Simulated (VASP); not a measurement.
Write the native input for VASP 6.6.1 that does the following.

* Task: single point
* Functional: PBE
* Potentials or basis: VASP PAW PBE potentials, release 64 (Sc_sv, B, P)
* Cutoff: 520 eV
* k mesh: 6 × 6 × 4
* Occupations: gaussian, width 0.1 eV
* Spin: no spin polarisation
* Dipole correction: no
* Further INCAR settings: ALGO = Normal; EDIFF = 1e-06; NBANDS = 29

The structure of Sc2BP3 lies in POSCAR:

```
Sc2BP3
1.0
    5.0258896737      0.0000000000      0.0000000000
   -2.5129448369      4.3525481341      0.0000000000
    0.0000000000      0.0000000000      4.5027065267
Sc B P
2 1 3
Direct
    0.6666666667      0.3333333333      0.0000000000
    0.3333333333      0.6666666667      0.0000000000
    0.0000000000      0.0000000000      0.0000000000
    0.0000000000      0.5000000000      0.5000000000
    0.5000000000      0.5000000000      0.5000000000
    0.5000000000      0.0000000000      0.5000000000
```

The cell was generated, and may not be a known phase.

These files were run (other wordings do the same):

INCAR

```
SYSTEM = Sc2BP3
  PREC = Accurate
  ENCUT = 520
  EDIFF = 1E-6
  ISMEAR = 0
  SIGMA = 0.1
  LREAL = .FALSE.
  LASPH = .TRUE.
  NELM = 80
  ALGO = Normal
  ISIF = 2
  LWAVE = .FALSE.
  LCHARG = .TRUE.
  GGA = PE
  LELF = .TRUE.
  LVHAR = .TRUE.
  NBANDS = 29
```

KPOINTS

```
regular mesh
0
G
  6 6 4
  0 0 0
```

Potentials or basis: VASP PAW PBE potentials, release 64 (Sc_sv, B, P).

The run is started by

```console
$ cat potpaw_PBE.64/Sc_sv/POTCAR potpaw_PBE.64/B/POTCAR potpaw_PBE.64/P/POTCAR > POTCAR
$ mpirun -np 1 vasp_std > vasp.out
```

Results of the run:

The pressure is 0.1 GPa and the band gap on the k mesh is zero (bands 20 and 21 overlap by 0.69 eV).

Wall time 40 s on 1 thread of Intel(R) Xeon(R) 6975P-C (Granite Rapids), with other jobs on the host, peak memory 0.25 GiB.
